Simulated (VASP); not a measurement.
Runs of VASP 6.6.1 on Sr2Ge2As. The structure is that of space group P-3m1 (No. 164), or close to it. The cells are those of the table. 

| task | cell | k mesh | cutoff (eV) | gap on the mesh (eV) | pressure (GPa) | largest force (eV/Å) |
| --- | --- | --- | --- | --- | --- | --- |
| relaxation of cell and atoms | relaxed from a = 4.216, b = 4.216, c = 7.393 Å, angles 90.0, 90.0, 120.0°, 5 atoms | 6 × 6 × 4 | 600 | none | 0.0 | 0.04 |
| single point | a = 4.281, b = 4.281, c = 9.441 Å, angles 90.0, 90.0, 120.0°, 5 atoms | 12 × 12 × 4 | 520 | none | 0.1 | (a) |
| single point | a = 4.291, b = 4.291, c = 9.424 Å, angles 90.0, 90.0, 120.0°, 5 atoms | 6 × 6 × 4 | 520 | none | 0.1 | 0.04 |
| single point | a = 4.216, b = 4.216, c = 7.393 Å, angles 90.0, 90.0, 120.0°, 5 atoms | 6 × 6 × 4 | 520 | none | 30.1 | 8.10 |

Alike in all rows: level PBE; potentials or basis VASP PAW PBE potentials, release 64 (Sr_sv, Ge_d, As); no spin polarisation; smearing gaussian 0.1 eV.

Task: Fill in the values left out.

Result: (a) 0.02.

Caveats: forces of over 1 eV/Å act on the atoms, so gaps and moduli don't describe the material at rest (some runs).

A k mesh can miss the band edges, and the runs leave out spin-orbit coupling on As, Ge, Sr.

A gap of «none» marks levels without a gap at the run's occupations.
